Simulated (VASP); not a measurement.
# ScGaS: relaxation of cell and atoms with PBE

ScGaS:

```
Sc Ga S
1.0
     3.50696    0.00000    0.00000
     0.00000    3.50696    0.00000
     0.00000    0.00000    4.97078
Sc Ga S
1 1 1
Direct
  0.50000 0.50000 0.50000
  0.50000 0.50000 0.00000
  0.00000 0.00000 0.00000
```

The cell was built from a structure type or drawn by symmetry, and may not be a known phase.

- Program: VASP 6.6.1
- Task: relaxation of cell and atoms
- Functional: PBE
- Potentials or basis: VASP PAW PBE potentials, release 64 (Sc_sv, Ga_d, S)
- Cutoff: 600 eV
- k mesh: 6 × 6 × 4
- Occupations: gaussian, width 0.1 eV
- Spin: no spin polarisation
- Dipole correction: no
- Further INCAR settings: ALGO = Normal; EDIFF = 1e-06; IBRION = 2; EDIFFG = -0.04; NSW = 90; ISIF = 3

```
Relaxed volume                        : 23.83 Å³/atom
Relaxed cell                          : a = 3.625 Å, b = 3.625 Å, c = 5.441 Å, α = 90.00°, β = 90.00°, γ = 90.00°
Space group after relaxing (to 0.1 Å) : P4/mmm (No. 123)
Energy gained by relaxing             : 130.7 meV/atom
Ionic steps                           : 3
Pressure after relaxing               : 0.1 GPa
Band gap on the k mesh                : zero (bands 15 and 16 overlap by 0.25 eV)
```

Step by step:
```tsv
step	energy change (eV)	largest force (eV/Å)	pressure (GPa)	volume (Å³)
1	0.0000	0.0000	10.92	61.13
2	-0.3768	0.0000	-1.50	74.14
3	-0.3920	0.0000	0.12	71.49
```

Final structure:
```
CELL_PARAMETERS angstrom
3.62480 0.00000 0.00000
0.00000 3.62480 0.00000
0.00000 0.00000 5.44087
ATOMIC_POSITIONS crystal
Sc 0.50000 0.50000 0.50000
Ga 0.50000 0.50000 0.00000
S 0.00000 0.00000 0.00000
```

Levels at points of the mesh, in eV from the Fermi level:
```
           k point  band 13  band 14  band 15  band 16  band 17  band 18
(0.00, 0.00, 0.00)    -3.17    -3.17    -1.91    -0.11     1.58     1.58
(0.50, 0.00, 0.00)    -2.00    -0.30     0.01     0.46     0.51     1.41
(0.50, 0.50, 0.00)    -5.19    -2.44    -0.24     0.39     0.39     1.84
(0.00, 0.00, 0.50)    -3.23    -3.19    -0.65    -0.04     0.72     1.79
(0.50, 0.00, 0.50)    -2.20    -1.95    -0.03     0.15     1.18     1.29
(0.50, 0.50, 0.50)    -4.66    -3.00    -0.88     0.71     1.22     1.22
```

Wall time 84 s on 1 thread of Intel(R) Xeon(R) Platinum 8259CL CPU @ 2.50GHz (Skylake/Cascade Lake), on a shared host, peak memory 0.21 GiB.

Caveat: the volume moved by over 15 % at a fixed basis, so the end points are rough.
